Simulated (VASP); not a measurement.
Set up this calculation in VASP 6.6.1, as the native input.

- Task: single point
- Functional: PBE
- Potentials or basis: VASP PAW PBE potentials, release 64 (In_d, O)
- Cutoff: 520 eV
- k mesh: 4 × 4 × 4
- Occupations: gaussian, width 0.1 eV
- Spin: no spin polarisation
- Dipole correction: no
- Further INCAR settings: ALGO = Normal; EDIFF = 1e-07; NBANDS = 55

The structure of In2O3 lies in POSCAR:

```
In2O3
1.0
   -2.7882025109      4.8293084107      0.0000000000
   -5.5764050218      0.0000000000      0.0000000000
   -2.7882025109      1.6097694702      4.9178685913
In O
4 6
Direct
    0.1427481513      0.1427481513      0.5717555462
    0.3572518487      0.3572518487      0.9282444538
    0.8572518487      0.8572518487      0.4282444538
    0.6427481513      0.6427481513      0.0717555462
    0.2500000000      0.9533765963      0.2500000000
    0.5466234037      0.2500000000      0.2500000000
    0.9533765963      0.5466234037      0.2500000000
    0.7500000000      0.0466234037      0.7500000000
    0.4533765963      0.7500000000      0.7500000000
    0.0466234037      0.4533765963      0.7500000000
```

One way to write it, as run:

INCAR

```
ALGO = Normal
EDIFF = 1E-7
ENCUT = 520
GGA = PE
ISIF = 2
ISMEAR = 0
LASPH = True
LCHARG = True
LELF = True
LREAL = False
LVHAR = True
LWAVE = False
NBANDS = 55
NELM = 100
PREC = Accurate
SIGMA = 0.1
```

KPOINTS

```
k-points
0
Gamma
  4 4 4
```

Potentials or basis: VASP PAW PBE potentials, release 64 (In_d, O).

Command:

```sh
$ cat potpaw_PBE.64/In_d/POTCAR potpaw_PBE.64/O/POTCAR > POTCAR
$ mpirun -np 1 vasp_std > vasp.out
```

Results of the run:

```
Pressure               : 0.3 GPa
Largest force          : 0.021 eV/Å
Band gap on the k mesh : 0.96 eV (least direct gap 1.04 eV)
```

Caveat: spin-orbit coupling is left out, which moves the levels of the heavy elements.

Run time: 64 s on 1 thread of Intel(R) Xeon(R) 6975P-C (Granite Rapids) (shared host), peak memory 0.3 GiB.
